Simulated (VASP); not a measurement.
A run of VASP 6.6.1:

The input POSCAR:

```
P
1.0
    4.8269041647     -4.2903700230      0.0039727382
    4.8269041647      4.2903700230      0.0039727382
   -0.0191252913      0.0000000000      5.5570947015
P
8
Direct
    0.8795161828      0.8095921440      0.2497776141
    0.1204838172      0.1904078560      0.7502223859
    0.7339115343      0.6955123007      0.5725434636
    0.2660884657      0.3044876993      0.4274565364
    0.5375221612      0.7951407753      0.2583298477
    0.2443325897      0.4973109408      0.7568187275
    0.4624778388      0.2048592247      0.7416701523
    0.7556674103      0.5026890592      0.2431812725
```

INCAR.step1

```
SYSTEM = P
  PREC = Accurate
  ENCUT = 520
  ISMEAR = 0
  SIGMA = 0.05
  LREAL = .False.
  LASPH = .True.
  NELM = 100
  NBANDS = 30
  GGA = PE
  ALGO = Normal
  EDIFF = 1E-4
  LWAVE = .True.
  LCHARG = .False.
```

INCAR.step2

```
SYSTEM = P
  PREC = Accurate
  ENCUT = 520
  EDIFF = 1E-6
  ISMEAR = 0
  SIGMA = 0.05
  LREAL = .False.
  LASPH = .True.
  NELM = 100
  ALGO = Normal
  ISIF = 2
  LWAVE = .False.
  LCHARG = .False.
  METAGGA = R2SCAN
  LMIXTAU = .True.
  NBANDS = 30
  ISTART = 1
```

KPOINTS

```
Automatic mesh
0
Gamma
  4 4 4
  0 0 0
```

Potentials or basis: VASP PAW PBE potentials, release 64 (P).

Command:

```sh
$ cat potpaw_PBE.64/P/POTCAR > POTCAR
$ cp INCAR.step1 INCAR
$ mpirun -np 1 vasp_std > vasp.out
$ cp INCAR.step2 INCAR
$ mpirun -np 1 vasp_std > vasp.out
```

Hardware: 1 thread of AMD EPYC 7R13, on a shared host.

Problem. How long does it take, and how much memory?

Solution. Wall time 22 min on 1 thread of AMD EPYC 7R13, on a shared host, peak memory 0.39 GiB. Counts: k points 36.
